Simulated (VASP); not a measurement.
# HC10 in VASP: a series of runs, part 2 of 3

VASP 6.6.1.

**3. Single point, PBE**

File INCAR:

```
SYSTEM = HC10
PREC = Accurate
ENCUT = 520
EDIFF = 1E-6
ISMEAR = 0
SIGMA = 0.1
LREAL = Auto
LASPH = .True.
NELM = 60
ALGO = Normal
ISIF = 2
LWAVE = .False.
LCHARG = .False.
LDIPOL = .True.
IDIPOL = 3
DIPOL = 0.5 0.5 0.296
GGA = PE
NBANDS = 58
```

File KPOINTS:

```
Automatic mesh
0
Gamma
  4 3 1
  0 0 0
```

File POSCAR:

```
HC10
1.0
    8.5436715410      0.0000000000      0.0000000000
   -2.1359178852      8.6110540228      0.0000000000
    0.0000000000      0.0000000000     22.7788015587
C H
20 2
Direct
    0.0782061927      0.9794914374      0.1756018634
    0.5782061927      0.9794914374      0.1756018634
    0.4115395260      0.9794914374      0.1756018634
    0.9115395260      0.9794914374      0.1756018634
    0.3230790520      0.9589828748      0.2291807119
    0.8230790520      0.9589828748      0.2291807119
    0.1564123854      0.9589828748      0.2291807119
    0.6564123854      0.9589828748      0.2291807119
    0.0669021191      0.9383827998      0.2826780623
    0.5669021191      0.9383827998      0.2826780623
    0.4022889535      0.9383826011      0.2826780666
    0.9022889535      0.9383826011      0.2826780666
    0.3111130358      0.9176686260      0.3364248459
    0.8111130358      0.9176686260      0.3364248459
    0.1477209834      0.9176686383      0.3364247639
    0.6477209834      0.9176686383      0.3364247639
    0.0473696299      0.8987954532      0.3853929922
    0.5473696299      0.8987954532      0.3853929922
    0.4020260968      0.8987947219      0.3853934781
    0.9020260968      0.8987947219      0.3853934781
    0.2457674226      0.2321282990      0.4332445000
    0.3218471264      0.2321282990      0.4332445000
```

Potentials or basis: VASP PAW PBE potentials, release 64 (C, H).

The run is started by

```bash
> cat potpaw_PBE.64/C/POTCAR potpaw_PBE.64/H/POTCAR > POTCAR
> mpirun -np 1 vasp_std > vasp.out
```

OUTCAR:

```text
SYSTEM = HC10
   PREC = Accurate
   ENCUT = 520
   EDIFF = 1E-6
   ISMEAR = 0
   LREAL = Auto
   LASPH = .True.
   NELM = 60
   ISIF = 2
   GGA = PE

 ion  position               nearest neighbor table
   1  0.078  0.979  0.176-   7 1.42   4 1.42
   2  0.578  0.979  0.176-   8 1.42   3 1.42
   3  0.412  0.979  0.176-   5 1.42   2 1.42
   4  0.912  0.979  0.176-   6 1.42   1 1.42
   5  0.323  0.959  0.229-   7 1.42   3 1.42  11 1.43
   6  0.823  0.959  0.229-   8 1.42   4 1.42  12 1.43
   7  0.156  0.959  0.229-   5 1.42   1 1.42   9 1.43
   8  0.656  0.959  0.229-   6 1.42   2 1.42  10 1.43
   9  0.067  0.938  0.283-  12 1.41   7 1.43  15 1.44
  10  0.567  0.938  0.283-  11 1.41   8 1.43  16 1.44
  11  0.402  0.938  0.283-  10 1.41   5 1.43  13 1.44
  12  0.902  0.938  0.283-   9 1.41   6 1.43  14 1.44
  13  0.311  0.918  0.336-  19 1.39  15 1.40  11 1.44
  14  0.811  0.918  0.336-  20 1.39  16 1.40  12 1.44
  15  0.148  0.918  0.336-  17 1.39  13 1.40   9 1.44
  16  0.648  0.918  0.336-  18 1.39  14 1.40  10 1.44
[... 229 lines left out ...]
      2     -21.8610      2.00000
      3     -21.5898      2.00000
      4     -21.3378      2.00000
      5     -20.1610      2.00000
      6     -19.7393      2.00000
[... 381 lines left out ...]
     52       0.7299      0.00000
     53       0.8051      0.00000
 [bands above 53 left out]

------------------------ aborting loop because EDIFF is reached ----------------------------------------

 vacuum level on the upper side and lower side of the slab       (xc-potential included)        -0.363         0.294

  FORCE on cell =-STRESS in cart. coord.  units (eV):
  Direction    XX          YY          ZZ          XY          YZ          ZX
  --------------------------------------------------------------------------------------
  -------------------------------------------------------------------------------------
  Total        0.5472900     -0.1902681     -5.0709713      0.0122491      0.7329302      0.0204481
  in kB        0.5232345     -0.1819050     -4.8480826      0.0117107      0.7007151      0.0195493
  external PRESSURE =      -1.5022510 kB  Pullay stress =       0.0000000 kB

 VOLUME and BASIS-vectors are now :
 -----------------------------------------------------------------------------
  energy-cutoff  :      520.00
  volume of cell :     1675.84
      direct lattice vectors                 reciprocal lattice vectors
     8.543671541  0.000000000  0.000000000     0.117045698  0.029032451  0.000000000
    -2.135917885  8.611054023  0.000000000     0.000000000  0.116129802  0.000000000
     0.000000000  0.000000000 22.778801559     0.000000000  0.000000000  0.043900466

 POSITION                                       TOTAL-FORCE (eV/Angst)
 -----------------------------------------------------------------------------------
     -1.42395      8.43445      4.00000        -6.818742     -0.158750      1.121892
      2.84789      8.43445      4.00000        -6.818288     -0.159144      1.121843
      1.42395      8.43445      4.00000         6.817931     -0.160866      1.122769
      5.69578      8.43445      4.00000         6.817658     -0.161059      1.122692
      0.71197      8.25785      5.22046        -0.450660      0.165652     -1.157384
      4.98381      8.25785      5.22046        -0.449453      0.166157     -1.157979
[... 14 lines left out ...]
      1.60395      1.99887      9.86879        -4.881251      0.006772      0.001841
      2.25395      1.99887      9.86879         4.888246      0.010217      0.002523
 -----------------------------------------------------------------------------------
    total drift:                               -0.026024     -0.001245      0.048191

  FREE ENERGIE OF THE ION-ELECTRON SYSTEM (eV)
  ---------------------------------------------------
  free  energy   TOTEN  =      -171.8994429640 eV

  energy  without entropy=     -171.8921689561  energy(sigma->0) =     -171.89580596

 vacuum level on the upper side and lower side of the slab         0.755         1.426
```

OSZICAR:

```text
N       E                     dE             d eps       ncg     rms          rms(c)
DAV:   1     0.699798446155E+03    0.69980E+03   -0.26790E+04   948   0.966E+02
DAV:   2     0.383913568170E+00   -0.69941E+03   -0.65452E+03  1248   0.212E+02
DAV:   3    -0.177348967812E+03   -0.17773E+03   -0.17543E+03  1056   0.113E+02
DAV:   4    -0.186069349312E+03   -0.87204E+01   -0.86113E+01   956   0.332E+01
[... 18 lines left out ...]
DAV:  23    -0.171899431340E+03   -0.15250E-04   -0.68458E-07   674   0.151E-03    0.341E-04
DAV:  24    -0.171899437152E+03   -0.58125E-05   -0.95822E-08   554   0.732E-04    0.267E-04
DAV:  25    -0.171899441205E+03   -0.40527E-05   -0.11468E-07   608   0.716E-04    0.127E-04
DAV:  26    -0.171899442406E+03   -0.12012E-05   -0.51227E-08   534   0.500E-04    0.114E-04
DAV:  27    -0.171899442964E+03   -0.55806E-06   -0.12854E-08   554   0.322E-04
   1 F= -.17189944E+03 E0= -.17189581E+03  d E =-.727401E-02
```

stdout:

```text
POSCAR found type information on POSCAR C H
 POSCAR found :  2 types and      22 ions
 scaLAPACK will be used
 LDA part: xc-table for (Slater+PW92), standard interpolation
 POSCAR, INCAR and KPOINTS ok, starting setup
 FFT: planning ... GRIDC
 FFT: planning ... GRID_SOFT
 FFT: planning ... GRID
 WAVECAR not read
 entering main loop
```

It took 26 min on 1 thread of Intel Xeon Platinum 8488C (Sapphire Rapids), shared host; peak memory 1.6 GiB.

Results:

```yaml
Free_energy: -171.8994 eV
Largest_force: 6.912 eV/Å
Band_gap_on_the_k_mesh: 0.26 eV (least direct gap 0.36 eV)
```

Forces on the atoms (eV/Å):
```
C   -6.819 -0.159  1.122
C   -6.818 -0.159  1.122
C    6.818 -0.161  1.123
C    6.818 -0.161  1.123
C   -0.451  0.166 -1.157
C   -0.449  0.166 -1.158
C    0.456  0.164 -1.158
C    0.455  0.165 -1.159
C   -0.011  0.003 -0.011
C   -0.012  0.003 -0.014
C    0.020  0.007 -0.014
C    0.018  0.007 -0.016
C   -0.099 -0.011  0.017
C   -0.088 -0.009  0.014
C    0.087 -0.009  0.017
C    0.079 -0.003  0.014
C   -0.018 -0.010  0.019
C   -0.010 -0.004  0.038
C    0.010 -0.006  0.031
C    0.008 -0.007  0.045
H   -4.881  0.007  0.002
H    4.888  0.010  0.003
```

**4. Single point, PBE**

File INCAR:

```
SYSTEM = HC10
ALGO = Normal ; DIPOL = 0.5 0.5 0.297
EDIFF = 1E-6 ; ENCUT = 520
GGA = PE ; IDIPOL = 3
ISIF = 2 ; ISMEAR = 0
LASPH = .TRUE. ; LCHARG = .TRUE.
LDIPOL = .TRUE. ; LELF = .TRUE.
LREAL = Auto ; LVACPOTAV = .TRUE.
LVHAR = .TRUE. ; LWAVE = .FALSE.
NBANDS = 58 ; NELM = 80
PREC = Accurate ; SIGMA = 0.1
```

File KPOINTS:

```
k-points
0
G
  4 3 1
  0 0 0
```

POSCAR, as its differences from that of step 3:

```diff
@@ -28,3 +28,3 @@
     0.9020260968      0.8987947219      0.3853934781
-    0.2457674226      0.2321282990      0.4332445000
-    0.3218471264      0.2321282990      0.4332445000
+    0.2457674226      0.2321282990      0.4472926491
+    0.3218471264      0.2321282990      0.4472926491
```

Potentials or basis: VASP PAW PBE potentials, release 64 (C, H).

The run is started by

```bash
> cat potpaw_PBE.64/C/POTCAR potpaw_PBE.64/H/POTCAR > POTCAR
> mpirun -np 1 vasp_std > vasp.out
```

OUTCAR:

```text
SYSTEM = HC10
   EDIFF = 1E-6
   ENCUT = 520
   GGA = PE
   ISIF = 2
   ISMEAR = 0
   LASPH = .TRUE.
   LREAL = Auto
   NELM = 80
   PREC = Accurate

 ion  position               nearest neighbor table
   1  0.078  0.979  0.176-   7 1.42   4 1.42
   2  0.578  0.979  0.176-   8 1.42   3 1.42
   3  0.412  0.979  0.176-   5 1.42   2 1.42
   4  0.912  0.979  0.176-   6 1.42   1 1.42
   5  0.323  0.959  0.229-   7 1.42   3 1.42  11 1.43
   6  0.823  0.959  0.229-   8 1.42   4 1.42  12 1.43
   7  0.156  0.959  0.229-   5 1.42   1 1.42   9 1.43
   8  0.656  0.959  0.229-   6 1.42   2 1.42  10 1.43
   9  0.067  0.938  0.283-  12 1.41   7 1.43  15 1.44
  10  0.567  0.938  0.283-  11 1.41   8 1.43  16 1.44
  11  0.402  0.938  0.283-  10 1.41   5 1.43  13 1.44
  12  0.902  0.938  0.283-   9 1.41   6 1.43  14 1.44
  13  0.311  0.918  0.336-  19 1.39  15 1.40  11 1.44
  14  0.811  0.918  0.336-  20 1.39  16 1.40  12 1.44
  15  0.148  0.918  0.336-  17 1.39  13 1.40   9 1.44
  16  0.648  0.918  0.336-  18 1.39  14 1.40  10 1.44
  17  0.047  0.899  0.385-  20 1.24  15 1.39
  18  0.547  0.899  0.385-  19 1.24  16 1.39
  19  0.402  0.899  0.385-  18 1.24  13 1.39
  20  0.902  0.899  0.385-  17 1.24  14 1.39
  21  0.246  0.232  0.447-  22 0.65
  22  0.322  0.232  0.447-  21 0.65

  LATTYP: Found a simple monoclinic cell.
 ALAT       =     8.5436715410
 B/A-ratio  =     2.6661607307
 C/A-ratio  =     1.0384295168
 COS(beta)  =    -0.2407481644

  Lattice vectors:

 A1 = (   8.5436715410,   0.0000000000,   0.0000000000)
 A2 = (   0.0000000000,   0.0000000000, -22.7788015587)
 A3 = (  -2.1359178852,   8.6110540228,   0.0000000000)

Analysis of symmetry for initial positions (statically):
=====================================================================
 Subroutine PRICEL returns:
 Original cell was already a primitive cell.

 Routine SETGRP: Setting up the symmetry group for a
 simple monoclinic supercell.

 Subroutine GETGRP returns: Found  1 space group operations
 (whereof  1 operations were pure point group operations)
 out of a pool of  4 trial point group operations.

The static configuration has the point symmetry C_1 .

Analysis of symmetry for dynamics (positions and initial velocities):
=====================================================================
 Subroutine PRICEL returns:
 Original cell was already a primitive cell.

 Routine SETGRP: Setting up the symmetry group for a
 simple monoclinic supercell.

 Subroutine GETGRP returns: Found  1 space group operations
 (whereof  1 operations were pure point group operations)
 out of a pool of  4 trial point group operations.

The dynamic configuration has the point symmetry C_1 .

 Subroutine INISYM returns: Found  1 space group operations
 (whereof  1 operations are pure point group operations),
 and found     1 'primitive' translations

----------------------------------------------------------------------------------------

                                     Primitive cell
[... 89 lines left out ...]
  0.250000  0.000000  0.000000      2.000000
  0.500000  0.000000  0.000000      1.000000
  0.000000  0.333333  0.000000      2.000000
  0.250000  0.333333  0.000000      2.000000
  0.500000  0.333333  0.000000      2.000000
 -0.250000  0.333333  0.000000      2.000000
   k-points           NKPTS =      7   k-points in BZ     NKDIM =      7   number of bands    NBANDS=     58
   number of dos      NEDOS =    301   number of ions     NIONS =     22
   total plane-waves  NPLWV = 806400
   dimension x,y,z NGX =    64 NGY =   70 NGZ =  180
   dimension x,y,z NGXF=   128 NGYF=  140 NGZF=  360
   ions per type =              20   2
   NGX,Y,Z   is equivalent  to a cutoff of  12.45, 13.12, 13.14 a.u.
   NGXF,Y,Z  is equivalent  to a cutoff of  24.91, 26.23, 26.27 a.u.
 SYSTEM =  HC10
   PREC   = accura    normal or accurate (medium, high low for compatibility)
   ISTART =      0    job   : 0-new  1-cont  2-samecut
   ICHARG =      2    charge: 1-file 2-atom 10-const
   ISPIN  =      1    spin polarized calculation?
   LNONCOLLINEAR =      F non collinear calculations
   LSORBIT =      F    spin-orbit coupling
   LASPH  =      T    aspherical Exc in radial PAW
   ENCUT  =  520.0 eV  38.22 Ry    6.18 a.u.  15.89 16.50 42.35*2*pi/ulx,y,z
   NELM   =     80;   NELMIN=  2; NELMDL= -5     # of ELM steps
   EDIFF  = 0.1E-05   stopping-criterion for ELM
   LREAL  =      T    real-space projection
   EDIFFG = 0.1E-04   stopping-criterion for IOM
   NSW    =      0    number of steps for IOM
   IBRION =     -1    ionic relax: 0-MD 1-quasi-New 2-CG
   NFREE  =      0    steps in history (QN), initial steepest desc. (CG)
   ISIF   =      2    stress and relaxation
   ISYM   =      2    0-nonsym 1-usesym 2-fastsym
   POTIM  = 0.5000    time-step for ionic-motion
   TEBEG  =    0.0;   TEEND  =   0.0 temperature during run
   PSTRESS=    0.0 pullay stress
   NELECT =      82.0000    total number of electrons
   NUPDOWN=      -1.0000    fix difference up-down
   EMIN   =  10.00;   EMAX   =-10.00  energy-range for DOS
   EFERMI =   0.00;   METHOD = LEGACY
   ISMEAR =     0;   SIGMA  =   0.10  broadening in eV -4-tet -1-fermi 0-gaus
   EFERMI_NEDOS =   21; number of points for ismear=-14 and -15
   IALGO  =     38    algorithm
   IMIX   =      4    mixing-type and parameters
     AMIX     =   0.40;   BMIX     =  1.00
     AMIX_MAG =   1.60;   BMIX_MAG =  1.00
  volume/ion in A,a.u.               =      76.17       514.05
  Fermi-wavevector in a.u.,A,eV,Ry     =   0.598782  1.131534  4.878234  0.358540
  Thomas-Fermi vector in A             =   1.650017
   LORBIT       =      0    0 simple, 1 ext, 2 COOP (PROOUT), +10 PAW based schemes
   GGA     = PE    functional components
   LHFCALC =     F    Hartree Fock is set to
   AEXX    =    0.0000 exact exchange contribution
   IVDW    =     0    specifies the selected vdW correction
   LEPSILON=     F    determine dielectric tensor
   LRPA    =     F    only Hartree local field effects (RPA)
 non-spin polarized calculation
 Gauss-broadening in eV      SIGMA  =   0.10
  energy-cutoff  :      520.00
  volume of cell :     1675.84
 maximum number of plane-waves:     45188
   NGX = 31   NGY = 33   NGZ = 85

 dipolmoment           0.000000      0.000000      0.041047 electrons x Angstroem

 number of electron      82.0000001 magnetization

 dipolmoment           0.000000      0.000000     -0.272359 electrons x Angstroem

 Free energy of the ion-electron system (eV)
  ---------------------------------------------------
  ext. energy  EPLUGINS =         0.00000000
  ---------------------------------------------------
  free energy    TOTEN  =      -171.90125656 eV

  energy without entropy =     -171.89398065  energy(sigma->0) =     -171.89761860

 E-fermi :  -4.7038     XC(G=0):  -1.8798

 val. band max:       -4.8247277032   @ k =   0.0000   0.0000   0.0000
 cond. band min:      -4.5622726960   @ k =  -0.2500   0.3333   0.0000
 fundamental gap:      0.2624550072
 Fermi energy:        -4.7037990149

 k-point     1 :       0.0000    0.0000    0.0000
  band No.  band energies     occupation
      1     -23.1521      2.00000
      2     -21.8610      2.00000
      3     -21.5901      2.00000
      4     -21.3379      2.00000
      5     -20.1609      2.00000
      6     -19.7395      2.00000
[... 381 lines left out ...]
     52       0.7269      0.00000
     53       0.8071      0.00000
 [bands above 53 left out]

------------------------ aborting loop because EDIFF is reached ----------------------------------------

  FORCE on cell =-STRESS in cart. coord.  units (eV):
  Direction    XX          YY          ZZ          XY          YZ          ZX
  --------------------------------------------------------------------------------------
  -------------------------------------------------------------------------------------
  Total        0.5481740     -0.2206151     -5.0773473      0.0082257      0.7169087      0.0187871
  in kB        0.5240796     -0.2109182     -4.8541783      0.0078642      0.6853978      0.0179613
  external PRESSURE =      -1.5136723 kB  Pullay stress =       0.0000000 kB

 VOLUME and BASIS-vectors are now :
 -----------------------------------------------------------------------------
  energy-cutoff  :      520.00
  volume of cell :     1675.84
      direct lattice vectors                 reciprocal lattice vectors
     8.543671541  0.000000000  0.000000000     0.117045698  0.029032451  0.000000000
    -2.135917885  8.611054023  0.000000000     0.000000000  0.116129802  0.000000000
     0.000000000  0.000000000 22.778801559     0.000000000  0.000000000  0.043900466

 POSITION                                       TOTAL-FORCE (eV/Angst)
 -----------------------------------------------------------------------------------
     -1.42395      8.43445      4.00000        -6.818686     -0.158521      1.121970
      2.84789      8.43445      4.00000        -6.818338     -0.159312      1.121873
      1.42395      8.43445      4.00000         6.817837     -0.160613      1.122864
      5.69578      8.43445      4.00000         6.817734     -0.161258      1.122718
      0.71197      8.25785      5.22046        -0.450364      0.165460     -1.157488
      4.98381      8.25785      5.22046        -0.449402      0.166141     -1.157895
[... 14 lines left out ...]
      1.60395      1.99887     10.18879        -4.883810      0.001543     -0.001215
      2.25395      1.99887     10.18879         4.889374      0.004325     -0.000222
 -----------------------------------------------------------------------------------
    total drift:                               -0.026000     -0.001286      0.048049

  FREE ENERGIE OF THE ION-ELECTRON SYSTEM (eV)
  ---------------------------------------------------
  free  energy   TOTEN  =      -171.9012565557 eV

  energy  without entropy=     -171.8939806507  energy(sigma->0) =     -171.89761860

 vacuum level on the upper side and lower side of the slab         0.784         1.454
```

It took 21 min on 1 thread of Intel Xeon Platinum 8488C (Sapphire Rapids), shared host; peak memory 1.6 GiB.

Results:

```yaml
Free_energy: -171.9013 eV
Largest_force: 6.912 eV/Å
Band_gap_on_the_k_mesh: 0.26 eV (least direct gap 0.36 eV)
```

Forces on the atoms (eV/Å):
```
C   -6.819 -0.159  1.122
C   -6.818 -0.159  1.122
C    6.818 -0.161  1.123
C    6.818 -0.161  1.123
C   -0.450  0.165 -1.157
C   -0.449  0.166 -1.158
C    0.456  0.164 -1.158
C    0.455  0.165 -1.159
C   -0.012  0.003 -0.012
C   -0.012  0.003 -0.014
C    0.020  0.007 -0.015
C    0.019  0.007 -0.016
C   -0.097 -0.009  0.018
C   -0.088 -0.009  0.014
C    0.085 -0.004  0.018
C    0.079 -0.003  0.014
C   -0.017 -0.007  0.022
C   -0.011 -0.003  0.038
C    0.010 -0.006  0.033
C    0.008 -0.007  0.044
H   -4.884  0.002 -0.001
H    4.889  0.004  0.000
```

(Part 2 of 3 ends here.)
